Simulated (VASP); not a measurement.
Set up this calculation in VASP 6.6.1, as the native input.

```yaml
Task: relaxation of cell and atoms
Functional: PBE
Potentials_or_basis: VASP PAW PBE potentials, release 64 (Pd, I)
Cutoff: 500 eV
k_mesh: 4 × 4 × 4
Occupations: gaussian, width 0.1 eV
Spin: no spin polarisation
Dipole_correction: no
Further_INCAR_settings: ALGO = Normal; EDIFF = 1e-07; IBRION = 2; EDIFFG = -0.04; NSW = 90; ISIF = 3
```

The structure of PdI lies in POSCAR:

```
PdI
1.0
    3.8769215503      0.0000000000      0.0000000000
    0.0000000000      3.8769215503      0.0000000000
    0.0000000000      0.0000000000      3.8769215503
Pd I
1 1
Direct
    0.0000000000      0.0000000000      0.0000000000
    0.5000000000      0.5000000000      0.5000000000
```

The input as run:

INCAR

```
SYSTEM = PdI
PREC = Accurate
ENCUT = 500
EDIFF = 1E-7
ISMEAR = 0
SIGMA = 0.1
LREAL = .False.
LASPH = .True.
NELM = 120
ALGO = Normal
ISIF = 3
LWAVE = .False.
LCHARG = .False.
GGA = PE
IBRION = 2
NSW = 90
EDIFFG = -0.04
GGA_COMPAT = .False.
NELMIN = 4
```

KPOINTS

```
Automatic mesh
0
Gamma
  4 4 4
  0 0 0
```

Potentials or basis: VASP PAW PBE potentials, release 64 (Pd, I).

Command:

```sh
$ cat potpaw_PBE.64/Pd/POTCAR potpaw_PBE.64/I/POTCAR > POTCAR
$ mpirun -np 1 vasp_std > vasp.out
```

It gave:

```json
{"Relaxed volume": "22.96 Å³/atom", "Relaxed cell": "a = 3.581 Å, b = 3.581 Å, c = 3.581 Å, α = 90.00°, β = 90.00°, γ = 90.00°", "Space group after relaxing (to 0.05 Å)": "Pm-3m (No. 221)", "Energy gained by relaxing": "190.8 meV/atom", "Ionic steps": "3", "Pressure after relaxing": "-0.1 GPa"}
```

Caveat: the k points lie up to 0.44 Å⁻¹ apart in the final cell; the volume moved by over 15 % at a fixed basis, so the end points are rough; an odd number of electrons without spin polarisation forces a metal; a magnetic or distorted state may lie lower.

Wall time 29 s on 1 thread of Intel Xeon 8259CL, with other jobs on the host, peak memory 0.16 GiB.
